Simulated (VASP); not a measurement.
TiO2: single point with PBEsol

The system is TiO2.

```xyz
6
Lattice="-1.8820 1.8820 4.7385 1.8820 -1.8820 4.7385 1.8820 1.8820 -4.7385" Properties=species:S:1:pos:R:3 pbc="T T T"
Ti    1.8820   -1.8820    4.7385
Ti    0.0000    1.8820    2.3692
O     0.0000    0.0000    1.9760
O     0.0000    0.0000    7.5009
O     1.8820    0.0000   -0.3932
O     1.8820    0.0000    5.1317
```

- Program: VASP 6.6.1
- Task: single point
- Functional: PBEsol
- Potentials or basis: VASP PAW PBE potentials, release 64 (Ti_sv, O)
- Cutoff: 600 eV
- k mesh: 6 × 6 × 6
- Occupations: gaussian, width 0.01 eV
- Spin: no spin polarisation

```yaml
Pressure: 2.5 GPa
Largest_force: 0.019 eV/Å
Band_gap_on_the_k_mesh: 2.11 eV (least direct gap 2.44 eV)
```

Forces on the atoms (eV/Å):
```
Ti   0.000  0.000  0.000
Ti   0.000  0.000  0.000
O    0.000  0.000  0.019
O    0.000  0.000 -0.019
O    0.000  0.000  0.019
O    0.000  0.000 -0.019
```

Stress tensor (GPa, compression positive):
```
2.48 0.00 0.00
0.00 2.48 0.00
0.00 0.00 2.58
```

Levels at points of the mesh, in eV from the valence-band top:
```
           k point  band 20  band 21  band 22  band 23  band 24  band 25  band 26  band 27  band 28  band 29
(0.00, 0.00, 0.00)    -0.75    -0.73    -0.73    -0.46    -0.46     2.11     2.90     4.06     4.06     4.09
(0.50, 0.00, 0.00)    -2.01    -1.98    -0.97    -0.81    -0.62     3.30     3.62     3.64     3.75     4.39
(0.50, 0.50, 0.00)    -2.69    -2.11    -2.11     0.00     0.00     3.42     3.42     3.92     3.92     5.03
(0.50, 0.50, 0.50)    -1.35    -1.25    -1.25    -0.09    -0.09     2.49     2.49     3.85     3.85     4.32
```

Wall time 2.8 min on 1 thread of Intel(R) Xeon(R) Platinum 8259CL CPU @ 2.50GHz (Skylake/Cascade Lake), with other jobs on the host, peak memory 0.33 GiB.

Caveat: the PAW data sets were made with another functional, which shifts forces and pressure a little. A k mesh can miss the band edges.
